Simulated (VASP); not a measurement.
# MgO (Fm-3m) in VASP: notebook

MgO is run at these levels: r2SCAN; tasks: single point, relaxation of cell and atoms.

All numbers are computed with VASP 6.6.1; they aren't measurements. Logs are shortened: lines on timing, memory, paths and dates and some standing lists are left out, and cuts for length are marked.

### Step 1. The cell of the first run

It takes space group Fm-3m (No. 225, cubic). Conventional cell: a = 4.170 Å, b = 4.170 Å, c = 4.170 Å, α = 90.00°, β = 90.00°, γ = 90.00°. Mg (site symmetry m-3m) has 6 O at 2.09 Å within 2.8 Å. Within 2.8 Å of O (site symmetry m-3m) lie 6 Mg at 2.09 Å.

### Step 2. Single point, r2SCAN

The input, POSCAR:

```
MgO
1.0
    0.0000000000      2.0850485406      2.0850485406
    2.0850485406      0.0000000000      2.0850485406
    2.0850485406      2.0850485406      0.0000000000
Mg O
1 1
Direct
    0.0000000000      0.0000000000      0.0000000000
    0.5000000000      0.5000000000      0.5000000000
```

The input, INCAR.step1:

```
PREC = Accurate
ENCUT = 660
ISMEAR = 0
SIGMA = 0.02
LREAL = False
LASPH = True
NELM = 120
NBANDS = 11
GGA = PE
ALGO = Normal
EDIFF = 1E-5
LWAVE = True
LCHARG = False
GGA_COMPAT = False
```

The input, INCAR.step2:

```
PREC = Accurate
ENCUT = 660
EDIFF = 1E-6
ISMEAR = 0
SIGMA = 0.02
LREAL = False
LASPH = True
NELM = 120
ALGO = Normal
ISIF = 2
LWAVE = False
LCHARG = False
METAGGA = R2SCAN
LMIXTAU = True
NBANDS = 11
ISTART = 1
GGA_COMPAT = False
```

The input, KPOINTS:

```
Automatic mesh
0
Gamma
  10 10 10
```

Potentials or basis: VASP PAW PBE potentials, release 64 (Mg, O).

The run is started by

```sh
$ cat potpaw_PBE.64/Mg/POTCAR potpaw_PBE.64/O/POTCAR > POTCAR
$ cp INCAR.step1 INCAR
$ mpirun -np 1 vasp_std > vasp.out
$ cp INCAR.step2 INCAR
$ mpirun -np 1 vasp_std > vasp.out
```

OUTCAR:

```text
PREC = Accurate
   ENCUT = 660
   EDIFF = 1E-6
   ISMEAR = 0
   LREAL = False
   LASPH = True
   NELM = 120
   ISIF = 2
   METAGGA = R2SCAN
   ISTART = 1

 ion  position               nearest neighbor table
   1  0.000  0.000  0.000-   2 2.09   2 2.09   2 2.09   2 2.09   2 2.09   2 2.09
   2  0.500  0.500  0.500-   1 2.09   1 2.09   1 2.09   1 2.09   1 2.09   1 2.09

  LATTYP: Found a face centered cubic cell.
 ALAT       =     4.1700970812

  Lattice vectors:

 A1 = (   0.0000000000,   2.0850485406,   2.0850485406)
 A2 = (   2.0850485406,   0.0000000000,   2.0850485406)
 A3 = (   2.0850485406,   2.0850485406,   0.0000000000)

Analysis of symmetry for initial positions (statically):
=====================================================================
 Subroutine PRICEL returns:
 Original cell was already a primitive cell.

 Routine SETGRP: Setting up the symmetry group for a
 face centered cubic supercell.

 Subroutine GETGRP returns: Found 48 space group operations
 (whereof 48 operations were pure point group operations)
 out of a pool of 48 trial point group operations.

The static configuration has the point symmetry O_h .

Analysis of symmetry for dynamics (positions and initial velocities):
=====================================================================
 Subroutine PRICEL returns:
 Original cell was already a primitive cell.

 Routine SETGRP: Setting up the symmetry group for a
 face centered cubic supercell.

 Subroutine GETGRP returns: Found 48 space group operations
 (whereof 48 operations were pure point group operations)
 out of a pool of 48 trial point group operations.

The dynamic configuration has the point symmetry O_h .

 Subroutine INISYM returns: Found 48 space group operations
 (whereof 48 operations are pure point group operations),
 and found     1 'primitive' translations

----------------------------------------------------------------------------------------

                                     Primitive cell

  volume of cell :      18.1292

  direct lattice vectors                    reciprocal lattice vectors
     0.000000000  2.085048541  2.085048541    -0.239802571  0.239802571  0.239802571
     2.085048541  0.000000000  2.085048541     0.239802571 -0.239802571  0.239802571
     2.085048541  2.085048541  0.000000000     0.239802571  0.239802571 -0.239802571

  length of vectors
     2.948703924  2.948703924  2.948703924     0.415350236  0.415350236  0.415350236

  position of ions in fractional coordinates (direct lattice)
     0.000000000  0.000000000  0.000000000
[... 83 lines left out ...]
   NFREE  =      0    steps in history (QN), initial steepest desc. (CG)
   ISIF   =      2    stress and relaxation
   ISYM   =      2    0-nonsym 1-usesym 2-fastsym
   POTIM  = 0.5000    time-step for ionic-motion
   TEBEG  =    0.0;   TEEND  =   0.0 temperature during run
   PSTRESS=    0.0 pullay stress
   NELECT =       8.0000    total number of electrons
   NUPDOWN=      -1.0000    fix difference up-down
   EMIN   =  10.00;   EMAX   =-10.00  energy-range for DOS
   EFERMI =   0.00;   METHOD = LEGACY
   ISMEAR =     0;   SIGMA  =   0.02  broadening in eV -4-tet -1-fermi 0-gaus
   EFERMI_NEDOS =   21; number of points for ismear=-14 and -15
   IALGO  =     38    algorithm
   IMIX   =      4    mixing-type and parameters
     AMIX     =   0.40;   BMIX     =  1.00
     AMIX_MAG =   1.60;   BMIX_MAG =  1.00
  volume/ion in A,a.u.               =       9.06        61.17
  Fermi-wavevector in a.u.,A,eV,Ry     =   1.246365  2.355289 21.135648  1.553426
  Thomas-Fermi vector in A             =   2.380546
   LORBIT       =      0    0 simple, 1 ext, 2 COOP (PROOUT), +10 PAW based schemes
   METAGGA = R2SCAN    functional components
   LHFCALC =     F    Hartree Fock is set to
   AEXX    =    0.0000 exact exchange contribution
   IVDW    =     0    specifies the selected vdW correction
   LEPSILON=     F    determine dielectric tensor
   LRPA    =     F    only Hartree local field effects (RPA)
 non-spin polarized calculation
 Gauss-broadening in eV      SIGMA  =   0.02
  energy-cutoff  :      660.00
  volume of cell :       18.13
 maximum number of plane-waves:       725
 NGX is ok and might be reduce to    28
   NGX = 13   NGY = 13   NGZ = 13

 number of electron       7.9999999 magnetization

 Free energy of the ion-electron system (eV)
  ---------------------------------------------------
  ext. energy  EPLUGINS =         0.00000000
  ---------------------------------------------------
  free energy    TOTEN  =       -16.16438320 eV

  energy without entropy =      -16.16438320  energy(sigma->0) =      -16.16438320

 E-fermi :   3.0862     XC(G=0): -11.7474

 val. band max:        2.9963997509   @ k =   0.0000   0.0000   0.0000
 cond. band min:       8.9156775059   @ k =   0.0000   0.0000   0.0000
 fundamental gap:      5.9192777551
 Fermi energy:         3.0862358781

 k-point     1 :       0.0000    0.0000    0.0000
  band No.  band energies     occupation
      1     -15.3573      2.00000
      2       2.9964      2.00000
      3       2.9964      2.00000
      4       2.9964      2.00000
      5       8.9157      0.00000
      6      20.0133      0.00000
      7      20.0133      0.00000
      8      20.0133      0.00000
      9      24.2484      0.00000
     10      26.0460      0.00000
     11      26.0460      0.00000
[... 309 lines left out ...]
 k-point    24 :       0.4000    0.3000    0.0000
  band No.  band energies     occupation
      1     -14.0844      2.00000
      2      -0.6808      2.00000
      3       1.6345      2.00000
      4       1.8557      2.00000
      5      13.8452      0.00000
      6      14.2969      0.00000
      7      18.1099      0.00000
      8      22.8835      0.00000
      9      23.1129      0.00000
     10      29.6729      0.00000
     11      32.1093      0.00000

 [... further k-points ...]
[... 5 lines left out ...]
  --------------------------------------------------------------------------------------
  -------------------------------------------------------------------------------------
  Total        0.3214862      0.3214862      0.3214862     -0.0000000      0.0000000     -0.0000000
  in kB       28.4115149     28.4115149     28.4115149     -0.0000000      0.0000000     -0.0000000
  external PRESSURE =      28.4115149 kB  Pullay stress =       0.0000000 kB

 VOLUME and BASIS-vectors are now :
 -----------------------------------------------------------------------------
  energy-cutoff  :      660.00
  volume of cell :       18.13
      direct lattice vectors                 reciprocal lattice vectors
     0.000000000  2.085048541  2.085048541    -0.239802571  0.239802571  0.239802571
     2.085048541  0.000000000  2.085048541     0.239802571 -0.239802571  0.239802571
     2.085048541  2.085048541  0.000000000     0.239802571  0.239802571 -0.239802571

 POSITION                                       TOTAL-FORCE (eV/Angst)
 -----------------------------------------------------------------------------------
      0.00000      0.00000      0.00000         0.000000      0.000000      0.000000
      2.08505      2.08505      2.08505        -0.000000     -0.000000     -0.000000
 -----------------------------------------------------------------------------------
    total drift:                                0.000000      0.000000      0.000000

  FREE ENERGIE OF THE ION-ELECTRON SYSTEM (eV)
  ---------------------------------------------------
  free  energy   TOTEN  =       -16.1643831965 eV

  energy  without entropy=      -16.1643831965  energy(sigma->0) =      -16.16438320
```

OUTCAR.step1:

```text
PREC = Accurate
   ENCUT = 660
   ISMEAR = 0
   LREAL = False
   LASPH = True
[... 558 lines left out ...]
      0.00000      0.00000      0.00000        -0.000000      0.000000     -0.000000
      2.08505      2.08505      2.08505         0.000000     -0.000000      0.000000
 -----------------------------------------------------------------------------------
    total drift:                                0.000000      0.000000      0.000000

  FREE ENERGIE OF THE ION-ELECTRON SYSTEM (eV)
  ---------------------------------------------------
  free  energy   TOTEN  =       -11.8883082120 eV

  energy  without entropy=      -11.8883082120  energy(sigma->0) =      -11.88830821
```

Wall time 78 s (1 thread of Intel Xeon Platinum 8375C at 2.90GHz (Ice Lake), shared host); peak memory 0.17 GiB.

What came out:

| Property | Result |
| --- | --- |
| Free energy | -16.1644 eV |
| Pressure | 2.8 GPa |
| Band gap on the k mesh | 5.92 eV |

Caveat: the PAW data sets were made with another functional, which shifts forces and pressure a little. r2SCAN opens gaps a little over a GGA but as a rule still falls short of measured ones.

(Continued in part 2 of 2.)
